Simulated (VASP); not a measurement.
Set up this calculation in VASP 6.6.1, as the native input.

```yaml
Task: single point
Functional: PBEsol
Potentials_or_basis: VASP PAW PBE potentials, release 64 (Cd_sv_GW, F)
Cutoff: 700 eV
k_mesh: 7 × 7 × 7
Occupations: fermi-dirac, width 0.05 eV
Spin: no spin polarisation
Dipole_correction: no
Further_INCAR_settings: ALGO = Normal; EDIFF = 1e-06; NBANDS = 24
```

The structure of CdF2 lies in POSCAR:

```
CdF2
1.0
    0.0000000000      2.7209400000      2.6940000000
    2.7209400000      0.0000000000      2.6940000000
    2.7209400000      2.7209400000      0.0000000000
Cd F
1 2
Direct
    0.0000000000      0.0000000000      0.0000000000
    0.7500000000      0.7500000000      0.7500000000
    0.2500000000      0.2500000000      0.2500000000
```

One way to write it, as run:

INCAR

```
PREC = Accurate
ENCUT = 700
EDIFF = 1E-6
ISMEAR = -1
SIGMA = 0.05
LREAL = False
LASPH = True
NELM = 120
ALGO = Normal
ISIF = 2
LWAVE = False
LCHARG = False
GGA = PS
NBANDS = 24
GGA_COMPAT = False
```

KPOINTS

```
regular mesh
0
Gamma
  7 7 7
```

Potentials or basis: VASP PAW PBE potentials, release 64 (Cd_sv_GW, F).

Run with:

```console
$ cat potpaw_PBE.64/Cd_sv_GW/POTCAR potpaw_PBE.64/F/POTCAR > POTCAR
$ mpirun -np 1 vasp_std > vasp.out
```

It gave:

```
Pressure               : -2.7 GPa
Band gap on the k mesh : 2.90 eV (least direct gap 3.36 eV)
```

Caveat: the PAW data sets were made with another functional, which shifts forces and pressure a little.

Run time: 31 s on 1 thread of Intel(R) Xeon(R) 6975P-C (Granite Rapids), with other jobs on the host, peak memory 0.25 GiB.
